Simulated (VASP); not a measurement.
Crystal: Tl.

```xyz
1
Lattice="-1.6332 1.6332 2.6631 1.6332 -1.6332 2.6631 1.6332 1.6332 -2.6631" Properties=species:S:1:pos:R:3 pbc="T T T"
Tl    0.0000    0.0000    2.6631
```

```yaml
Program: VASP 6.6.1
Task: relaxation of cell and atoms
Functional: PBEsol
Potentials_or_basis: VASP PAW PBE potentials, release 64 (Tl_d)
Cutoff: 600 eV
k_mesh: 24 × 24 × 24
Occupations: gaussian, width 0.1 eV
Spin: no spin polarisation
```

At the start: pressure 0.1 GPa; volume 28.41 Å³/atom.

Problem. How do energy, volume and symmetry change on relaxing?

Solution. Over 10 steps the energy falls by 5.0 meV/atom and the volume is 28.33 Å³/atom (-0.3 %); space group I4/mmm (No. 139, to 0.05 Å).

Step by step:
```tsv
step	energy change (eV)	largest force (eV/Å)	pressure (GPa)	volume (Å³)
1	0.0000	0.0000	0.06	28.41
2	-0.0008	0.0000	-0.02	28.45
3	-0.0029	0.0000	-0.23	28.57
4	-0.0039	0.0000	-0.58	28.77
5	-0.0046	0.0000	-0.36	28.60
6	-0.0049	0.0000	-0.16	28.43
7	-0.0046	0.0000	0.27	28.10
8	-0.0050	0.0000	-0.07	28.35
9	-0.0050	0.0000	-0.05	28.34
10	-0.0050	0.0000	-0.03	28.33
```

Final structure:
```
Tl
1.0
    -1.68492    1.68492    2.49459
     1.68492   -1.68492    2.49459
     1.68492    1.68492   -2.49459
Tl
1
Direct
  0.50000 0.50000 0.00000
```

Caveat: the PAW data sets were made with another functional, which shifts forces and pressure a little.
